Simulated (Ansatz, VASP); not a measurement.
Ni3Ge in VASP and in Ansatz

The input INCAR:

```
SYSTEM = Ni3Ge
  PREC = Accurate
  ENCUT = 520
  EDIFF = 1E-7
  ISMEAR = 0
  SIGMA = 0.1
  LREAL = .FALSE.
  LASPH = .TRUE.
  NELM = 60
  ALGO = Fast
  ISIF = 2
  LWAVE = .FALSE.
  LCHARG = .TRUE.
  GGA = PS
  LELF = .TRUE.
  LVHAR = .TRUE.
  NBANDS = 30
```

The input KPOINTS:

```
regular mesh
0
G
  18 18 18
  0 0 0
```

Contents of POSCAR:

```
Ni3Ge
1.0
    3.5303341067      0.0000000000      0.0000000000
    0.0000000000      3.5303341067      0.0000000000
    0.0000000000      0.0000000000      3.5303341067
Ni Ge
3 1
Direct
    0.5000000000      0.0000000000      0.5000000000
    0.0000000000      0.5000000000      0.5000000000
    0.5000000000      0.5000000000      0.0000000000
    0.0000000000      0.0000000000      0.0000000000
```

Input for Ansatz:

```yaml
crystal:
  lattice:
    - [3.5303341067, 0.0, 0.0]
    - [0.0, 3.5303341067, 0.0]
    - [0.0, 0.0, 3.5303341067]
  atoms:
    - { symbol: Ni, position: [0.5, 0.0, 0.5] }
    - { symbol: Ni, position: [0.0, 0.5, 0.5] }
    - { symbol: Ni, position: [0.5, 0.5, 0.0] }
    - { symbol: Ge, position: [0.0, 0.0, 0.0] }
basis:
  ecutwfc: 420
kpoints:
  mp_grid: { grid: [18, 18, 18] }
hamiltonian:
  xc: pbesol
scf:
  occupations: { method: gaussian, width: 0.1 }
output:
  forces: true
  stress: true
  eigenvalues: true
```

Alike in both runs: task single point; functional PBEsol; k mesh 18 × 18 × 18; occupations gaussian, width 0.1 eV; no spin polarisation.

|  | VASP | Ansatz |
| --- | --- | --- |
| version | VASP 6.6.1 | Ansatz 0.2.0 |
| potentials or method | VASP PAW PBE potentials, release 64 (Ni, Ge_d), cutoff 520 eV | scalar-relativistic, plane waves, PAW |
| valence electrons in the cell | 44 | 68 |

|  | VASP | Ansatz | Ansatz less VASP |
| --- | --- | --- | --- |
| gap on the k mesh at the Fermi level (eV) | none | none | - |
| pressure (GPa) | -0.7 | -1.0 | -0.25 |

VASP's potentials were made for PBE, not for PBEsol. A gap of «none» marks a metal or a gap that the smearing closes. VASP's potentials hold 44 valence electrons a cell and Ansatz's 68, so a difference there can come from the potentials and not from the codes.
